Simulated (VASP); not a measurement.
S, 2 atoms in the cell. The structure is cubic, space group Fd-3m (No. 227). The conventional cell has a = 4.792 Å, b = 4.792 Å, c = 4.792 Å, α = 90.00°, β = 90.00°, γ = 90.00°. Within 2.7 Å of S (site symmetry -43m) lie 4 S at 2.07 Å.  This cell differs from its parent crystal: volume scaled by 0.6.

```yaml
Program: VASP 6.6.1
Task: single point
Functional: PBEsol
Potentials_or_basis: VASP PAW PBE potentials, release 64 (S)
Cutoff: 520 eV
k_mesh: 13 × 13 × 13
Occupations: fermi-dirac, width 0.05 eV
Spin: no spin polarisation
Dipole_correction: no
Further_INCAR_settings: ALGO = Normal; EDIFF = 1e-06; NBANDS = 13
```

Potentials or basis: VASP PAW PBE potentials, release 64 (S).

The run is started by

```sh
$ cat potpaw_PBE.64/S/POTCAR > POTCAR
$ mpirun -np 1 vasp_std > vasp.out
```

Hardware: 1 thread of Intel(R) Xeon(R) 6975P-C (Granite Rapids), on a shared host.

Q: How long does it take, and how much memory?

A: Run time: 14 s on 1 thread of Intel(R) Xeon(R) 6975P-C (Granite Rapids), with other jobs on the host, peak memory 0.15 GiB. Counts: scf iterations 10, k points 84.
